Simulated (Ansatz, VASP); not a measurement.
**Ta in VASP and in Ansatz**

Contents of INCAR:

```
SYSTEM = Ta
AGGAC = 1.0
AGGAX = 1.0
ALDAC = 0.0
ALDAX = 1.0
ALGO = Normal
EDIFF = 1E-6
ENCUT = 520
GGA = B5
ISIF = 2
ISMEAR = -1
LASPH = .TRUE.
LCHARG = .FALSE.
LREAL = .FALSE.
LWAVE = .FALSE.
NBANDS = 30
NELM = 60
PREC = Accurate
SIGMA = 0.1
```

Contents of KPOINTS:

```
k-points
0
G
  14 14 4
  0 0 0
```

POSCAR

```
Ta
1.0
    2.9412570826      0.0000000000      0.0000000000
   -1.4706285413      2.5472033526      0.0000000000
    0.0000000000      0.0000000000     10.3485966265
Ta
4
Direct
    1.0000000000      1.0000000000      1.0000000000
    0.0000000000      0.0000000000      0.5000000000
    0.3333333333      0.6666666667      0.2500000000
    0.6666666667      0.3333333333      0.7500000000
```

Input for Ansatz:

```yaml
crystal:
  lattice:
    - [2.9412570826, 0.0, 0.0]
    - [-1.4706285413, 2.5472033526, 0.0]
    - [0.0, 0.0, 10.3485966265]
  atoms:
    - { symbol: Ta, position: [1.0, 1.0, 1.0] }
    - { symbol: Ta, position: [0.0, 0.0, 0.5] }
    - { symbol: Ta, position: [0.3333333333, 0.6666666667, 0.25] }
    - { symbol: Ta, position: [0.6666666667, 0.3333333333, 0.75] }
hamiltonian:
  xc: blyp
  pseudopotentials:
    kind: paw
    azcp:
      Ta: "pseudopotentials/Ta.paw.azcp"
basis:
  ecutwfc: 420
  fft_grid_basis: typed
kpoints:
  mp_grid: { grid: [14, 14, 4], shift: [0, 0, 0] }
magnetization:
  spin_polarized: false
scf:
  occupations: { method: fermi_dirac, width: 0.1 }
  lower_state_search: "off"
output:
  stress: true
```

Alike in both runs: task single point; functional BLYP; k mesh 14 × 14 × 4; occupations fermi-dirac, width 0.1 eV; no spin polarisation.

|  | VASP | Ansatz |
| --- | --- | --- |
| version | VASP 6.6.1 | Ansatz 0.2.0 |
| potentials or method | VASP PAW PBE potentials, release 64 (Ta_pv), cutoff 520 eV | plane waves (420 eV) with PAW, scalar-relativistic |
| valence electrons in the cell | 44 | 52 |

VASP gave:

| Property | Result |
| --- | --- |
| pressure (GPa) | 0.8 |
| traceless stress, the component that is largest in VASP (GPa) | -0.06 |

Task: What did Ansatz give for the same quantities?

Result: Pressure (GPa): 0.0; traceless stress, the component that is largest in VASP (GPa): -0.16.

VASP's potentials were made for PBE, not for BLYP. The functional is the same, so the differences come from potentials, cutoffs and numerics. VASP's potentials hold 44 valence electrons a cell and Ansatz's 52, so a difference there can come from the potentials and not from the codes.

Neither program's run includes spin-orbit coupling.
